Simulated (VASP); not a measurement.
# Hg (Pm-3m) in VASP: further runs

Hg is run at these levels: PBE; tasks: single point.

Everything below comes from runs of VASP 6.6.1. Logs are shortened: lines on timing, memory, paths and dates and some standing lists are left out, and cuts for length are marked.

**1. The cell of the first run**

Symmetry: Pm-3m, No. 221, cubic system. Conventional cell: a = 2.461 Å, b = 2.461 Å, c = 2.461 Å, α = 90.00°, β = 90.00°, γ = 90.00°. Within 3.2 Å of Hg (site symmetry m-3m) lie 6 Hg at 2.46 Å.

**2. Single point, PBE (volume scaled by 0.5)**

The input, INCAR:

```
PREC = Accurate ; ENCUT = 500
EDIFF = 1E-6 ; ISMEAR = -1
SIGMA = 0.08 ; LREAL = F
LASPH = T ; NELM = 120
ALGO = Normal ; ISIF = 2
LWAVE = F ; LCHARG = F
GGA = PE ; NBANDS = 12
GGA_COMPAT = F
```

The input, KPOINTS:

```
regular mesh
0
Gamma
  12 12 12
```

The input, POSCAR:

```
Hg
1.0
    2.4609561402      0.0000000000      0.0000000000
    0.0000000000      2.4609561402      0.0000000000
    0.0000000000      0.0000000000      2.4609561402
Hg
1
Direct
    0.0000000000      0.0000000000      0.0000000000
```

Potentials or basis: VASP PAW PBE potentials, release 64 (Hg).

Command:

```console
$ cat potpaw_PBE.64/Hg/POTCAR > POTCAR
$ mpirun -np 1 vasp_std > vasp.out
```

OUTCAR:

```text
PREC = Accurate
   ENCUT = 500
   EDIFF = 1E-6
   ISMEAR = -1
   LREAL = F
   LASPH = T
   NELM = 120
   ISIF = 2
   GGA = PE

 ion  position               nearest neighbor table
   1  0.000  0.000  0.000-

  LATTYP: Found a simple cubic cell.
 ALAT       =     2.4609561402

  Lattice vectors:

 A1 = (   2.4609561402,   0.0000000000,   0.0000000000)
 A2 = (   0.0000000000,   2.4609561402,   0.0000000000)
 A3 = (   0.0000000000,   0.0000000000,   2.4609561402)

Analysis of symmetry for initial positions (statically):
=====================================================================
 Subroutine PRICEL returns:
 Original cell was already a primitive cell.

 Routine SETGRP: Setting up the symmetry group for a
 simple cubic supercell.

 Subroutine GETGRP returns: Found 48 space group operations
 (whereof 48 operations were pure point group operations)
 out of a pool of 48 trial point group operations.

The static configuration has the point symmetry O_h .

Analysis of symmetry for dynamics (positions and initial velocities):
=====================================================================
 Subroutine PRICEL returns:
 Original cell was already a primitive cell.

 Routine SETGRP: Setting up the symmetry group for a
 simple cubic supercell.

 Subroutine GETGRP returns: Found 48 space group operations
 (whereof 48 operations were pure point group operations)
 out of a pool of 48 trial point group operations.

The dynamic configuration has the point symmetry O_h .

 Subroutine INISYM returns: Found 48 space group operations
 (whereof 48 operations are pure point group operations),
 and found     1 'primitive' translations

----------------------------------------------------------------------------------------

                                     Primitive cell

  volume of cell :      14.9043

  direct lattice vectors                    reciprocal lattice vectors
     2.460956140  0.000000000  0.000000000     0.406346129  0.000000000  0.000000000
     0.000000000  2.460956140  0.000000000     0.000000000  0.406346129  0.000000000
     0.000000000  0.000000000  2.460956140     0.000000000  0.000000000  0.406346129

  length of vectors
     2.460956140  2.460956140  2.460956140     0.406346129  0.406346129  0.406346129

  position of ions in fractional coordinates (direct lattice)
     0.000000000  0.000000000  0.000000000

  ion indices of the primitive-cell ions
   primitive index   ion index
                 1           1

----------------------------------------------------------------------------------------

 KPOINTS: regular mesh

Automatic generation of k-mesh.
 Grid dimensions read from file:
 generate k-points for:   12   12   12

 Generating k-lattice:

  Cartesian coordinates                     Fractional coordinates (reciprocal lattice)
     0.033862177  0.000000000  0.000000000     0.083333333  0.000000000  0.000000000
     0.000000000  0.033862177  0.000000000     0.000000000  0.083333333  0.000000000
     0.000000000  0.000000000  0.033862177     0.000000000  0.000000000  0.083333333

  Length of vectors
     0.033862177  0.033862177  0.033862177

  Shift w.r.t. Gamma in fractional coordinates (k-lattice)
     0.000000000  0.000000000  0.000000000

 Subroutine IBZKPT returns following result:
 ===========================================

 Found     84 irreducible k-points:

 Following reciprocal coordinates:
            Coordinates               Weight
  0.000000  0.000000  0.000000      1.000000
  0.083333  0.000000  0.000000      6.000000
  0.166667  0.000000  0.000000      6.000000
  0.250000  0.000000  0.000000      6.000000
  0.333333  0.000000  0.000000      6.000000
  0.416667  0.000000  0.000000      6.000000
[... 16 lines left out ...]
  0.333333  0.333333  0.000000     12.000000
  0.416667  0.333333  0.000000     24.000000
 [... further k-points ...]
   k-points           NKPTS =     84   k-points in BZ     NKDIM =     84   number of bands    NBANDS=     12
   number of dos      NEDOS =    301   number of ions     NIONS =      1
   total plane-waves  NPLWV =   5832
   dimension x,y,z NGX =    18 NGY =   18 NGZ =   18
   dimension x,y,z NGXF=    36 NGYF=   36 NGZF=   36
   ions per type =               1
   NGX,Y,Z   is equivalent  to a cutoff of  12.16, 12.16, 12.16 a.u.
   NGXF,Y,Z  is equivalent  to a cutoff of  24.32, 24.32, 24.32 a.u.
 SYSTEM =  unknown system
   PREC   = accura    normal or accurate (medium, high low for compatibility)
   ISTART =      0    job   : 0-new  1-cont  2-samecut
   ICHARG =      2    charge: 1-file 2-atom 10-const
   ISPIN  =      1    spin polarized calculation?
   LNONCOLLINEAR =      F non collinear calculations
   LSORBIT =      F    spin-orbit coupling
   LASPH  =      T    aspherical Exc in radial PAW
   ENCUT  =  500.0 eV  36.75 Ry    6.06 a.u.   4.49  4.49  4.49*2*pi/ulx,y,z
   NELM   =    120;   NELMIN=  2; NELMDL= -5     # of ELM steps
   EDIFF  = 0.1E-05   stopping-criterion for ELM
   LREAL  =      F    real-space projection
   EDIFFG = 0.1E-04   stopping-criterion for IOM
   NSW    =      0    number of steps for IOM
   IBRION =     -1    ionic relax: 0-MD 1-quasi-New 2-CG
   NFREE  =      0    steps in history (QN), initial steepest desc. (CG)
   ISIF   =      2    stress and relaxation
   ISYM   =      2    0-nonsym 1-usesym 2-fastsym
   POTIM  = 0.5000    time-step for ionic-motion
   TEBEG  =    0.0;   TEEND  =   0.0 temperature during run
   PSTRESS=    0.0 pullay stress
   NELECT =      12.0000    total number of electrons
   NUPDOWN=      -1.0000    fix difference up-down
   EMIN   =  10.00;   EMAX   =-10.00  energy-range for DOS
   EFERMI =   0.00;   METHOD = LEGACY
   ISMEAR =    -1;   SIGMA  =   0.08  broadening in eV -4-tet -1-fermi 0-gaus
   EFERMI_NEDOS =   21; number of points for ismear=-14 and -15
   IALGO  =     38    algorithm
   IMIX   =      4    mixing-type and parameters
     AMIX     =   0.40;   BMIX     =  1.00
     AMIX_MAG =   1.60;   BMIX_MAG =  1.00
  volume/ion in A,a.u.               =      14.90       100.58
  Fermi-wavevector in a.u.,A,eV,Ry     =   1.522993  2.878040 31.558837  2.319509
  Thomas-Fermi vector in A             =   2.631497
   LORBIT       =      0    0 simple, 1 ext, 2 COOP (PROOUT), +10 PAW based schemes
   GGA     = PE    functional components
   LHFCALC =     F    Hartree Fock is set to
   AEXX    =    0.0000 exact exchange contribution
   IVDW    =     0    specifies the selected vdW correction
   LEPSILON=     F    determine dielectric tensor
   LRPA    =     F    only Hartree local field effects (RPA)
 non-spin polarized calculation
  energy-cutoff  :      500.00
  volume of cell :       14.90
 maximum number of plane-waves:       393
 NGX is ok and might be reduce to    18
   NGX =  9   NGY =  9   NGZ =  9

 number of electron      11.9999996 magnetization

 Free energy of the ion-electron system (eV)
  ---------------------------------------------------
  ext. energy  EPLUGINS =         0.00000000
  ---------------------------------------------------
  free energy    TOTEN  =         2.72750995 eV

  energy without entropy =        2.73486424  energy(sigma->0) =        2.73118710

 E-fermi :   8.4318     XC(G=0): -13.4462

 val. band max:        8.4093783235   @ k =   0.5000   0.4167   0.0833
 cond. band min:       8.4811477412   @ k =   0.4167   0.0833   0.0000
 fundamental gap:      0.0717694177
 Fermi energy:         8.4318273563

 k-point     1 :       0.0000    0.0000    0.0000
  band No.  band energies     occupation
      1      -6.1837      2.00000
      2      -4.6762      2.00000
      3      -4.6762      2.00000
      4       1.4842      2.00000
      5       1.4842      2.00000
      6       1.4842      2.00000
      7      21.2376      0.00000
      8      21.2376      0.00000
      9      21.2376      0.00000
     10      27.2757      0.00000
     11      29.6210      0.00000
     12      29.6210      0.00000

 k-point     2 :       0.0833    0.0000    0.0000
  band No.  band energies     occupation
      1      -5.9690      2.00000
      2      -4.6399      2.00000
      3      -4.4672      2.00000
      4       1.3159      2.00000
      5       1.3159      2.00000
      6       1.4979      2.00000
      7      19.5664      0.00000
      8      21.6062      0.00000
      9      21.6062      0.00000
     10      28.0284      0.00000
     11      28.9807      0.00000
     12      30.8583      0.00000

 k-point     3 :       0.1667    0.0000    0.0000
  band No.  band energies     occupation
      1      -5.4697      2.00000
      2      -4.5397      2.00000
      3      -3.7385      2.00000
      4       0.8775      2.00000
      5       0.8775      2.00000
      6       1.5353      2.00000
      7      16.6106      0.00000
      8      22.6325      0.00000
      9      22.6325      0.00000
     10      27.5475      0.00000
     11      28.3652      0.00000
     12      34.3696      0.00000
[... 286 lines left out ...]
 k-point    23 :       0.3333    0.3333    0.0000
  band No.  band energies     occupation
      1      -3.7891      2.00000
      2      -3.3434      2.00000
      3      -0.0388      2.00000
      4       0.0142      2.00000
      5       0.1246      2.00000
      6       2.4946      2.00000
      7      12.4143      0.00000
      8      15.7957      0.00000
      9      22.9528      0.00000
     10      28.7035      0.00000
     11      30.3512      0.00000
     12      32.2888      0.00000

 k-point    24 :       0.4167    0.3333    0.0000
  band No.  band energies     occupation
      1      -3.7873      2.00000
      2      -3.5967      2.00000
      3      -0.2705      2.00000
      4       0.1369      2.00000
      5       0.6192      2.00000
      6       4.6420      2.00000
      7      10.1758      0.00000
      8      16.5194      0.00000
      9      20.8787      0.00000
     10      28.3425      0.00000
     11      31.4872      0.00000
     12      31.8885      0.00000

 [... further k-points ...]

------------------------ aborting loop because EDIFF is reached ----------------------------------------

  FORCE on cell =-STRESS in cart. coord.  units (eV):
  Direction    XX          YY          ZZ          XY          YZ          ZX
  --------------------------------------------------------------------------------------
  -------------------------------------------------------------------------------------
  Total       13.1460654     13.1460654     13.1460654      0.0000000      0.0000000     -0.0000000
  in kB     1413.1711112   1413.1711112   1413.1711112      0.0000000      0.0000000     -0.0000000
  external PRESSURE =    1413.1711112 kB  Pullay stress =       0.0000000 kB

 VOLUME and BASIS-vectors are now :
 -----------------------------------------------------------------------------
  energy-cutoff  :      500.00
  volume of cell :       14.90
      direct lattice vectors                 reciprocal lattice vectors
     2.460956140  0.000000000  0.000000000     0.406346129  0.000000000  0.000000000
     0.000000000  2.460956140  0.000000000     0.000000000  0.406346129  0.000000000
     0.000000000  0.000000000  2.460956140     0.000000000  0.000000000  0.406346129

 POSITION                                       TOTAL-FORCE (eV/Angst)
 -----------------------------------------------------------------------------------
      0.00000      0.00000      0.00000         0.000000      0.000000      0.000000
 -----------------------------------------------------------------------------------
    total drift:                                0.000000      0.000000      0.000000

  FREE ENERGIE OF THE ION-ELECTRON SYSTEM (eV)
  ---------------------------------------------------
  free  energy   TOTEN  =         2.7275099512 eV

  energy  without entropy=        2.7348642389  energy(sigma->0) =        2.73118710
```

Wall time 15 s (1 thread of Intel Xeon 8259CL, shared host); peak memory 0.13 GiB.

What came out:

```yaml
Free_energy: 2.7275 eV
Pressure: 141.3 GPa
Band_gap_on_the_k_mesh: zero (band 6 reaches 14.91 eV, above the bottom of band 7 at 6.97 eV)
```

Caveat: spin-orbit coupling is left out, which moves the levels of the heavy elements.

**3. Single point, PBE (volume scaled by 0.58)**

The input, INCAR:

```
SYSTEM = Hg
ALGO = Normal ; EDIFF = 1E-6
ENCUT = 500 ; GGA = PE
GGA_COMPAT = .FALSE. ; ISIF = 2
ISMEAR = -1 ; LASPH = .TRUE.
LCHARG = .FALSE. ; LREAL = .FALSE.
LWAVE = .FALSE. ; NBANDS = 12
NELM = 120 ; PREC = Accurate
SIGMA = 0.08
```

The input, KPOINTS:

```
k-points
0
G
  12 12 12
  0 0 0
```

The input, POSCAR:

```
Hg
1.0
    2.5857698666      0.0000000000      0.0000000000
    0.0000000000      2.5857698666      0.0000000000
    0.0000000000      0.0000000000      2.5857698666
Hg
1
Direct
    0.0000000000      0.0000000000      0.0000000000
```

Potentials or basis: VASP PAW PBE potentials, release 64 (Hg).

Command:

```console
$ cat potpaw_PBE.64/Hg/POTCAR > POTCAR
$ mpirun -np 1 vasp_std > vasp.out
```

It took 16 s on 1 thread of Intel Xeon 8259CL, shared host; peak memory 0.14 GiB.

It converged, with:

| Property | Result |
| --- | --- |
| Free energy | 1.2238 eV |
| Pressure | 69.3 GPa |
| Band gap on the k mesh | zero (band 6 reaches 12.24 eV, above the bottom of band 7 at 4.40 eV) |

Levels at points of the mesh, in eV from the Fermi level:
```
           k point  band 2  band 3  band 4  band 5  band 6  band 7  band 8  band 9  band 10  band 11
(0.00, 0.00, 0.00)  -11.31  -11.31   -6.54   -6.54   -6.54   12.23   12.23   12.23    17.53    19.71
(0.50, 0.00, 0.00)  -10.83   -8.16   -8.16   -6.39   -4.32   -1.85   15.26   17.83    18.37    18.37
(0.50, 0.50, 0.00)  -10.31   -7.88   -7.88   -5.21    0.60    0.60    3.70    8.81    20.59    20.59
(0.50, 0.50, 0.50)  -10.41  -10.41   -5.10   -5.10    5.98    5.98    5.98    7.76    10.90    14.44
```

Caveat: spin-orbit coupling is left out, which moves the levels of the heavy elements.

**4. Single point, PBE (volume scaled by 0.58)**

The input, INCAR:

```
ALGO = Normal ; EDIFF = 1E-6
ENCUT = 500 ; GGA = PE
GGA_COMPAT = F ; ISIF = 2
ISMEAR = -1 ; LASPH = T
LCHARG = F ; LREAL = F
LWAVE = F ; NBANDS = 12
NELM = 120 ; PREC = Accurate
SIGMA = 0.08
```

The input, KPOINTS:

```
k-points
0
Gamma
  12 12 12
```

POSCAR is that of step 3.

Potentials or basis: VASP PAW PBE potentials, release 64 (Hg).

Command:

```console
$ cat potpaw_PBE.64/Hg/POTCAR > POTCAR
$ mpirun -np 1 vasp_std > vasp.out
```

OUTCAR:

```text
EDIFF = 1E-6
   ENCUT = 500
   GGA = PE
   ISIF = 2
   ISMEAR = -1
   LASPH = T
   LREAL = F
   NELM = 120
   PREC = Accurate

 ion  position               nearest neighbor table
   1  0.000  0.000  0.000-

  LATTYP: Found a simple cubic cell.
 ALAT       =     2.5857698666

  Lattice vectors:

 A1 = (   2.5857698666,   0.0000000000,   0.0000000000)
 A2 = (   0.0000000000,   2.5857698666,   0.0000000000)
 A3 = (   0.0000000000,   0.0000000000,   2.5857698666)

[... 537 lines left out ...]
     12      28.4097      0.00000

 [... further k-points ...]

------------------------ aborting loop because EDIFF is reached ----------------------------------------

  FORCE on cell =-STRESS in cart. coord.  units (eV):
  Direction    XX          YY          ZZ          XY          YZ          ZX
  --------------------------------------------------------------------------------------
  -------------------------------------------------------------------------------------
  Total        7.4756369      7.4756369      7.4756369      0.0000000     -0.0000000      0.0000000
  in kB      692.7701546    692.7701546    692.7701546      0.0000000     -0.0000000      0.0000000
  external PRESSURE =     692.7701546 kB  Pullay stress =       0.0000000 kB

 VOLUME and BASIS-vectors are now :
 -----------------------------------------------------------------------------
  energy-cutoff  :      500.00
  volume of cell :       17.29
      direct lattice vectors                 reciprocal lattice vectors
     2.585769867  0.000000000  0.000000000     0.386732019  0.000000000  0.000000000
     0.000000000  2.585769867  0.000000000     0.000000000  0.386732019  0.000000000
     0.000000000  0.000000000  2.585769867     0.000000000  0.000000000  0.386732019

 POSITION                                       TOTAL-FORCE (eV/Angst)
 -----------------------------------------------------------------------------------
      0.00000      0.00000      0.00000         0.000000      0.000000      0.000000
 -----------------------------------------------------------------------------------
    total drift:                               -0.000000      0.000000      0.000000

  FREE ENERGIE OF THE ION-ELECTRON SYSTEM (eV)
  ---------------------------------------------------
  free  energy   TOTEN  =         1.2238000156 eV

  energy  without entropy=        1.2306894076  energy(sigma->0) =        1.22724471
```

OSZICAR:

```text
N       E                     dE             d eps       ncg     rms          rms(c)
DAV:   1     0.722777301673E+02    0.72278E+02   -0.69426E+03  2200   0.984E+02
DAV:   2     0.212078869783E+01   -0.70157E+02   -0.66174E+02  2216   0.238E+02
DAV:   3     0.113265404911E+01   -0.98813E+00   -0.98760E+00  2372   0.309E+01
DAV:   4     0.113178995919E+01   -0.86409E-03   -0.86408E-03  2172   0.929E-01
DAV:   5     0.113178895213E+01   -0.10071E-05   -0.10072E-05  2356   0.302E-02    0.130E+01
DAV:   6     0.120465979334E+01    0.72871E-01   -0.11684E-01  2196   0.402E+00    0.820E+00
DAV:   7     0.122243172147E+01    0.17772E-01   -0.41031E-02  2164   0.216E+00    0.116E+00
DAV:   8     0.122381695683E+01    0.13852E-02   -0.60124E-03  2120   0.104E+00    0.887E-02
DAV:   9     0.122380627157E+01   -0.10685E-04   -0.21017E-05  2276   0.462E-02    0.141E-02
DAV:  10     0.122380012377E+01   -0.61478E-05   -0.41249E-06  2192   0.206E-02    0.623E-03
DAV:  11     0.122380001557E+01   -0.10819E-06   -0.77850E-08  1076   0.249E-03
   1 F= 0.12238000E+01 E0= 0.12272447E+01  d E =-.688939E-02
```

Run time: 16 s. Hardware: 1 thread of Intel Xeon 8259CL, shared host; peak memory 0.13 GiB.

Results:

```
Free energy            : 1.2238 eV
Pressure               : 69.3 GPa
Band gap on the k mesh : zero (band 6 reaches 12.24 eV, above the bottom of band 7 at 4.40 eV)
```

Caveat: spin-orbit coupling is left out, which moves the levels of the heavy elements.
